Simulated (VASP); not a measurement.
**Sn: single point with PBEsol**

Sn:

```
Sn
1.0
    -2.80282    2.80282    1.50093
     2.80282   -2.80282    1.50093
     2.80282    2.80282   -1.50093
Sn
2
Direct
  0.00000 0.00000 0.00000
  0.75000 0.25000 0.50000
```

```
Program                : VASP 6.6.1
Task                   : single point
Functional             : PBEsol
Potentials or basis    : VASP PAW PBE potentials, release 64 (Sn_d)
Cutoff                 : 520 eV
k mesh                 : 9 × 9 × 9
Occupations            : fermi-dirac, width 0.05 eV
Spin                   : no spin polarisation
Dipole correction      : no
Further INCAR settings : ALGO = Normal; EDIFF = 1e-06; NBANDS = 21
```

```json
{
 "Pressure": "9.9 GPa",
 "Band gap on the k mesh": "zero (band 14 reaches 11.06 eV, above the bottom of band 15 at 6.35 eV)"
}
```

Levels at points of the mesh, in eV from the Fermi level:
```tsv
k point	band 10	band 11	band 12	band 13	band 14	band 15	band 16	band 17	band 18	band 19
(0.00, 0.00, 0.00)	-21.13	-12.33	-3.47	-2.51	-2.51	2.62	6.71	6.71	8.10	8.21
```

Wall time 45 s on 1 thread of Intel(R) Xeon(R) Platinum 8259CL CPU @ 2.50GHz (Skylake/Cascade Lake), with other jobs on the host, peak memory 0.21 GiB.

Caveat: the PAW data sets were made with another functional, which shifts forces and pressure a little; spin-orbit coupling is left out, which moves the levels of the heavy elements.
